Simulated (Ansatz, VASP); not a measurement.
One calculation of NaCl, two programs

File POSCAR:

```
NaCl
1.0
    0.0000000000      2.8027319633      2.8027319633
    2.8027319633      0.0000000000      2.8027319633
    2.8027319633      2.8027319633      0.0000000000
Na Cl
1 1
Direct
    0.0000000000      0.0000000000      0.0000000000
    0.5000000000      0.5000000000      0.5000000000
```

File INCAR.step1:

```
PREC = Accurate
ENCUT = 520
EDIFF = 1E-5
ISMEAR = 0
SIGMA = 0.01
LREAL = F
LASPH = T
NELM = 60
ALGO = Normal
ISIF = 2
LWAVE = T
LCHARG = F
NBANDS = 14
GGA = PE
```

Contents of INCAR.step2:

```
PREC = Accurate
ENCUT = 520
EDIFF = 1E-6
ISMEAR = 0
SIGMA = 0.01
LREAL = F
LASPH = T
NELM = 60
ALGO = Normal
ISIF = 2
LWAVE = F
LCHARG = F
METAGGA = R2SCAN
LHFCALC = T
AEXX = 0.25
LMIXTAU = T
PRECFOCK = Normal
NBANDS = 14
ISTART = 1
```

File KPOINTS:

```
Automatic mesh
0
Gamma
  6 6 6
```

Input for Ansatz:

```yaml
crystal:
  lattice:
    - [0.0, 2.8027319633, 2.8027319633]
    - [2.8027319633, 0.0, 2.8027319633]
    - [2.8027319633, 2.8027319633, 0.0]
  atoms:
    - { symbol: Na, position: [0.0, 0.0, 0.0] }
    - { symbol: Cl, position: [0.5, 0.5, 0.5] }
kpoints:
  mp_grid: { grid: [6, 6, 6] }
  band_path:
    path:
      - [0.0, 0.0, 0.0]
      - [0.5, 0.0, 0.5]
      - [0.625, 0.25, 0.625]
      - [0.375, 0.375, 0.75]
      - [0.5, 0.5, 0.5]
      - [0.5, 0.25, 0.75]
    npoints: 1
hamiltonian:
  xc: r2scan0
scf:
  occupations: { method: fixed }
  n_extra_bands: 4
output:
  forces: true
  stress: true
  eigenvalues: true
```

Alike in both runs: task single point; functional r2SCAN0; k mesh 6 × 6 × 6; no spin polarisation.

```csv
,VASP,Ansatz
version,VASP 6.6.1,Ansatz 0.2.0
potentials or method,"VASP PAW PBE potentials, release 64 (Na_pv, Cl)","plane waves, PAW"
plane-wave cutoff (eV),520,500
occupations,"gaussian, width 0.01 eV",fixed
valence electrons in the cell,14,16
```

|  | VASP | Ansatz | Ansatz less VASP |
| --- | --- | --- | --- |
| gap on the k mesh at the Fermi level (eV) | 7.75 | 7.74 | -0.017 |
| pressure (GPa) | -0.3 | -0.2 | +0.10 |

VASP's potentials were made for PBE, not for r2SCAN0. VASP's potentials hold 14 valence electrons a cell and Ansatz's 16, so a difference there can come from the potentials and not from the codes. Ansatz's warnings: stress exchange threshold loose, stress scf threshold loose.
